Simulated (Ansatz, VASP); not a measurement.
**Two plane-wave programs on Ti2O**

```
Ti O
1.0
     2.73131    0.00000    0.00000
    -1.36565    2.36538    0.00000
     0.00000    0.00000    4.88874
Ti O
2 1
Direct
  0.66667 0.33333 0.27076
  0.33333 0.66667 0.72924
  0.00000 0.00000 0.00000
```

Change from the starting cell: strain -0.080 along x and y, +0.000 along z, atoms carried along.

Alike in both runs: task single point; functional r2SCAN; k mesh 18 × 18 × 10; occupations gaussian, width 0.15 eV; no spin polarisation; Hubbard terms Ti d U = 4.0 eV.

```csv
,VASP,Ansatz
version,VASP 6.6.1,Ansatz 0.2.0
potentials or method,"VASP PAW PBE potentials, release 64 (Ti_sv, O), cutoff 660 eV","scalar-relativistic, plane waves, PAW"
valence electrons in the cell,30,30
```

VASP gave:

```
gap on the k mesh at the Fermi level (eV)                     : none
pressure (GPa)                                                : 53.4
traceless stress, the component that is largest in VASP (GPa) : -18.63
rms of the force components (eV/Å)                            : 0.478
```

Question: What did Ansatz give for the same quantities?

Answer: gap on the k mesh at the Fermi level (eV): none; pressure (GPa): 43.8; traceless stress, the component that is largest in VASP (GPa): -16.62; rms of the force components (eV/Å): 0.395.

VASP's potentials were made for PBE, not for r2SCAN. The programs project onto different local orbitals, so the same U acts differently, and such runs can settle in different states. Atom by atom the forces differ by 0.083 eV/Å (rms over components). A gap of «none» marks a metal or a gap that the smearing closes. The pressures are high and differ by over a tenth, so treat them with care. Ansatz's warnings: filled band counts differ across k points.
